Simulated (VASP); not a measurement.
## Na2Hg: single point with PBE

The system is Na2Hg.

```
CELL_PARAMETERS angstrom
5.41499 0.00000 0.00000
-2.70750 4.68952 0.00000
0.00000 0.00000 6.76862
ATOMIC_POSITIONS crystal
Na 0.33333 0.66667 0.25000
Na 0.66667 0.33333 0.75000
Na 0.00000 0.00000 0.00000
Na 0.00000 0.00000 0.50000
Hg 0.33333 0.66667 0.75000
Hg 0.66667 0.33333 0.25000
```

```yaml
Program: VASP 6.6.1
Task: single point
Functional: PBE
Potentials_or_basis: VASP PAW PBE potentials, release 64 (Na_pv, Hg)
Cutoff: 520 eV
k_mesh: 12 × 12 × 6
Occupations: gaussian, width 0.1 eV
Spin: no spin polarisation
Dipole_correction: no
Further_INCAR_settings: ALGO = Fast; EDIFF = 1e-06; NBANDS = 35
```

```yaml
Pressure: 0.0 GPa
Band_gap_on_the_k_mesh: zero (band 26 reaches 3.06 eV, above the bottom of band 27 at 0.38 eV)
```

Levels at points of the mesh, in eV from the Fermi level:
| k point | band 24 | band 25 | band 26 | band 27 | band 28 | band 29 |
| --- | --- | --- | --- | --- | --- | --- |
| (0.00, 0.00, 0.00) | -3.91 | -1.06 | 1.49 | 1.49 | 2.28 | 2.28 |
| (0.50, 0.00, 0.00) | -4.33 | -1.35 | 0.04 | 0.23 | 0.35 | 1.31 |
| (0.00, 0.00, 0.50) | -5.23 | 1.09 | 1.09 | 2.02 | 2.02 | 2.02 |
| (0.50, 0.00, 0.50) | -4.48 | -1.62 | -1.62 | 1.08 | 1.08 | 1.61 |

Run time: 11 min on 1 thread of Oxide Virtual Turin-like Processor, on a shared host, peak memory 0.47 GiB.

Caveat: spin-orbit coupling is left out, which moves the levels of the heavy elements.
